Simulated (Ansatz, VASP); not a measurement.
## Two plane-wave programs on Br

```xyz
4
Lattice="3.3632 -2.3226 0.0000 3.3632 2.3226 0.0000 0.0000 0.0000 8.7023" Properties=species:S:1:pos:R:3 pbc="T T T"
Br    3.3632    0.6266    3.3948
Br    3.3632    1.6959    7.7459
Br    3.3632   -0.6266    5.3075
Br    3.3632   -1.6959    0.9564
```

Alike in both runs: functional PBEsol; k mesh 6 × 6 × 4; no spin polarisation.

|  | VASP | Ansatz |
| --- | --- | --- |
| version | VASP 6.6.1 | Ansatz 0.2.0 |
| potentials or method | VASP PAW PBE potentials, release 64 (Br) | Ansatz PAW |
| plane-wave cutoff (eV) | 520 | 420 |
| occupations | gaussian, width 0.01 eV | fixed |
| valence electrons in the cell | 28 | 28 |
| task | single point | band structure |

```csv
,VASP,Ansatz,Ansatz less VASP
gap on the k mesh at the Fermi level (eV),1.82,1.82,-0.001
least direct gap on the mesh (eV),1.86,1.86,-0.001
pressure (GPa),0.1,0.1,-0.04
"traceless stress, the component that is largest in VASP (GPa)",0.74,0.68,-0.058
rms of the force components (eV/Å),0.432,0.417,-0.0156
```

VASP's potentials were made for PBE, not for PBEsol. Atom by atom the forces differ by 0.016 eV/Å (rms over components).
